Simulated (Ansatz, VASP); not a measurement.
BaTiO3 in VASP and in Ansatz

The input POSCAR:

```
BaTiO3
1.0
    2.9891565017      1.6397057586      2.3314328269
   -2.9891565017      1.6397057586      2.3314328269
    0.0000000000     -3.2794115171      2.3314328269
Ba Ti O
1 1 3
Direct
    0.0027851043      0.0027851043      0.0027851043
    0.5162478494      0.5162478494      0.5162478494
    0.4897536543      0.4897536543      0.9801597377
    0.4897536543      0.9801597377      0.4897536543
    0.9801597377      0.4897536543      0.4897536543
```

File INCAR.step1:

```
ALGO = Normal
EDIFF = 1E-4
ENCUT = 520
GGA = PE
ISMEAR = 0
LASPH = True
LCHARG = False
LREAL = False
LWAVE = True
NBANDS = 28
NELM = 80
PREC = Accurate
SIGMA = 0.05
```

Contents of INCAR.step2:

```
ALGO = Normal
EDIFF = 1E-6
ENCUT = 520
ISIF = 2
ISMEAR = 0
ISTART = 1
LASPH = True
LCHARG = True
LELF = True
LMIXTAU = True
LREAL = False
LVHAR = True
LWAVE = False
METAGGA = R2SCAN
NBANDS = 28
NELM = 80
PREC = Accurate
SIGMA = 0.05
```

File KPOINTS:

```
k-points
0
Gamma
  6 6 6
```

Input for Ansatz:

```yaml
crystal:
  lattice:
    - [2.9891565017, 1.6397057586, 2.3314328269]
    - [-2.9891565017, 1.6397057586, 2.3314328269]
    - [0.0, -3.2794115171, 2.3314328269]
  atoms:
    - { symbol: Ba, position: [0.0027851043, 0.0027851043, 0.0027851043] }
    - { symbol: Ti, position: [0.5162478494, 0.5162478494, 0.5162478494] }
    - { symbol: O, position: [0.4897536543, 0.4897536543, 0.9801597377] }
    - { symbol: O, position: [0.4897536543, 0.9801597377, 0.4897536543] }
    - { symbol: O, position: [0.9801597377, 0.4897536543, 0.4897536543] }
basis:
  ecutwfc: 500
kpoints:
  mp_grid: { grid: [6, 6, 6] }
hamiltonian:
  xc: r2scan
scf:
  occupations: { method: gaussian, width: 0.05 }
output:
  forces: true
  stress: true
  eigenvalues: true
```

Change from the starting cell: strain +0.0525 x Voigt [1, 0, 0, 0, 0, 0], atoms carried along.

Alike in both runs: task single point; functional r2SCAN; k mesh 6 × 6 × 6; occupations gaussian, width 0.05 eV; no spin polarisation.

|  | VASP | Ansatz |
| --- | --- | --- |
| version | VASP 6.6.1 | Ansatz 0.2.0 |
| potentials or method | VASP PAW PBE potentials, release 64 (Ba_sv, Ti_sv, O), cutoff 520 eV | scalar-relativistic, plane waves, PAW |
| valence electrons in the cell | 40 | 40 |

|  | VASP | Ansatz | Ansatz less VASP |
| --- | --- | --- | --- |
| gap on the k mesh at the Fermi level (eV) | 2.56 | 2.57 | +0.010 |
| least direct gap on the mesh (eV) | 3.01 | 2.99 | -0.016 |
| pressure (GPa) | -6.3 | -7.9 | -1.60 |
| traceless stress, the component that is largest in VASP (GPa) | -7.41 | -7.27 | +0.135 |
| rms of the force components (eV/Å) | 0.198 | 0.242 | +0.0442 |

VASP's potentials were made for PBE, not for r2SCAN. Atom by atom the forces differ by 0.059 eV/Å (rms over components).

Spin-orbit coupling is off throughout.
